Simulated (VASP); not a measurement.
Wanted: the native input for a VASP 6.6.1 run.

| Property | Result |
| --- | --- |
| Task | single point |
| Functional | PBE |
| Potentials or basis | VASP PAW PBE potentials, release 64 (Si) |
| Cutoff | 520 eV |
| k mesh | 2 × 2 × 2 |
| Occupations | gaussian, width 0.02 eV |
| Spin | no spin polarisation |
| Dipole correction | no |
| Further INCAR settings | LREAL = Auto; ALGO = Normal; EDIFF = 1e-07; NBANDS = 48 |

The structure of Si (a cell with a defect) lies in POSCAR:

```
Si
1.0
    0.0000000000      5.4300000000      5.4300000000
    5.4300000000      0.0000000000      5.4300000000
    5.4300000000      5.4300000000      0.0000000000
Si
17
Direct
    0.0108621547      0.0118820442     -0.0341279006
    0.1179498158      0.1190100368      0.1201752302
   -0.0012470534     -0.0001339779      0.4918757827
    0.1354736648      0.1365666667      0.5919580110
   -0.0222545120      0.5073598527      0.0078795580
    0.1180360958      0.6433499079      0.1200850829
   -0.0011978821      0.5100730203      0.4917717311
    0.1141502762      0.6281762431      0.6299834254
    0.5063081952     -0.0210562615      0.0079636280
    0.6423397790      0.1190292818      0.1201670350
    0.5089794659     -0.0001466851      0.4918746777
    0.6270703499      0.1152414365      0.6300872928
    0.5065122468      0.5073310313      0.0078503683
    0.6099187845      0.6111254144      0.1684718232
    0.4856055249      0.4867110497      0.5414918969
    0.6271401473      0.6281556169      0.6299646409
    0.3500360037      0.3513748619      0.9479347145
```

One way to write it, as run:

INCAR

```
PREC = Accurate ; ENCUT = 520
EDIFF = 1E-7 ; ISMEAR = 0
SIGMA = 0.02 ; LREAL = Auto
LASPH = True ; NELM = 60
ALGO = Normal ; ISIF = 2
LWAVE = False ; LCHARG = False
GGA = PE ; NBANDS = 48
```

KPOINTS

```
regular mesh
0
Gamma
  2 2 2
```

Potentials or basis: VASP PAW PBE potentials, release 64 (Si).

Run with:

```sh
$ cat potpaw_PBE.64/Si/POTCAR > POTCAR
$ mpirun -np 1 vasp_std > vasp.out
```

It gave:

```json
{
 "Pressure": "4.9 GPa",
 "Largest force": "0.608 eV/Å",
 "Band gap on the k mesh": "zero (band 34 reaches 6.87 eV, above the bottom of band 35 at 6.76 eV)"
}
```

Caveat: the k points lie up to 0.50 Å⁻¹ apart.

It took 110 s on 1 thread of Intel(R) Xeon(R) 6975P-C (Granite Rapids) (shared host), peak memory 0.45 GiB.
